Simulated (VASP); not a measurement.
LiF, 2 atoms in the cell. It takes space group I4/mmm (No. 139, tetragonal). Conventional cell: a = 2.488 Å, b = 2.488 Å, c = 5.278 Å, α = 90.00°, β = 90.00°, γ = 90.00°. Li (site symmetry 4/mmm) has 4 F at 1.76 Å within 2.3 Å. F (site symmetry 4/mmm) has 4 Li at 1.76 Å within 2.3 Å.  This cell differs from its parent crystal: ratio of the length along z to the lengths across it x 1.5, volume and fractional coordinates fixed.

* Program: VASP 6.6.1
* Task: single point
* Functional: r2SCAN
* Potentials or basis: VASP PAW PBE potentials, release 64 (Li_sv, F)
* Cutoff: 520 eV
* k mesh: 12 × 12 × 12
* Occupations: gaussian, width 0.05 eV
* Spin: no spin polarisation
* Dipole correction: no
* Further INCAR settings: ALGO = Normal; EDIFF = 1e-06; NBANDS = 12

Potentials or basis: VASP PAW PBE potentials, release 64 (Li_sv, F).

Run with:

```sh
$ cat potpaw_PBE.64/Li_sv/POTCAR potpaw_PBE.64/F/POTCAR > POTCAR
$ cp INCAR.step1 INCAR
$ mpirun -np 1 vasp_std > vasp.out
$ cp INCAR.step2 INCAR
$ mpirun -np 1 vasp_std > vasp.out
```

Hardware: 1 thread of Intel(R) Xeon(R) 6975P-C (Granite Rapids) (shared host).

Problem. Estimate the wall time of this run.

Solution. Wall time 38 s on 1 thread of Intel(R) Xeon(R) 6975P-C (Granite Rapids), with other jobs on the host, peak memory 0.14 GiB. Counts: k points 163.
